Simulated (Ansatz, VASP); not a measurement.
**Gd: VASP beside Ansatz**

Contents of INCAR:

```
ALGO = Normal ; EDIFF = 1E-6
ENCUT = 520 ; GGA = PS
ISIF = 2 ; ISMEAR = -1
ISPIN = 2 ; LASPH = T
LCHARG = F ; LMAXMIX = 6
LORBIT = 11 ; LREAL = F
LWAVE = F ; MAGMOM = 7 7
NBANDS = 29 ; NELM = 150
PREC = Accurate ; SIGMA = 0.05
```

Contents of KPOINTS:

```
k-points
0
Gamma
  8 8 5
```

The input POSCAR:

```
Gd
1.0
    3.6115965801      0.0000000000      0.0000000000
   -1.8057982901      3.1277343867      0.0000000000
    0.0000000000      0.0000000000      5.7437894346
Gd
2
Direct
    0.6666666667      0.3333333333      0.7500000000
    0.3333333333      0.6666666667      0.2500000000
```

input.yaml

```yaml
crystal:
  lattice:
    - [3.6115965801, 0.0, 0.0]
    - [-1.8057982901, 3.1277343867, 0.0]
    - [0.0, 0.0, 5.7437894346]
  atoms:
    - { symbol: Gd, position: [0.6666666667, 0.3333333333, 0.75], spin: 7.0 }
    - { symbol: Gd, position: [0.3333333333, 0.6666666667, 0.25], spin: 7.0 }
hamiltonian:
  xc: pbesol
  pseudopotentials: { kind: paw }
magnetization:
  spin_polarized: true
kpoints:
  mp_grid: { grid: [8, 8, 5] }
scf:
  occupations: { method: fermi_dirac, width: 0.05 }
output:
  forces: true
  stress: true
  eigenvalues: true
```

Alike in both runs: task single point; functional PBEsol; k mesh 8 × 8 × 5; occupations fermi-dirac, width 0.05 eV; collinear spin.

|  | VASP | Ansatz |
| --- | --- | --- |
| version | VASP 6.6.1 | Ansatz 0.2.0 |
| potentials or method | VASP PAW PBE potentials, release 64 (Gd) | Ansatz PAW |
| plane-wave cutoff (eV) | 520 | 420 |
| valence electrons in the cell | 36 | 36 |

Ansatz gave:

```
gap on the k mesh at the Fermi level (eV)                     : none
pressure (GPa)                                                : -1.1
traceless stress, the component that is largest in VASP (GPa) : 0.20
net moment per atom (μB)                                      : 7.60
size of the moment on the site where the two differ most (μB) : 7.33
```

What did VASP give for the same quantities?

gap on the k mesh at the Fermi level (eV): none; pressure (GPa): -1.1; traceless stress, the component that is largest in VASP (GPa): 0.19; net moment per atom (μB): 7.60; size of the moment on the site where the two differ most (μB): 6.99.

VASP's potentials were made for PBE, not for PBEsol. Site moments also hang on the region over which each program counts them. A gap of «none» marks a metal or a gap that the smearing closes. With one functional, cell and mesh, what is left measures potentials, basis and numerics.

Neither program's run includes spin-orbit coupling.
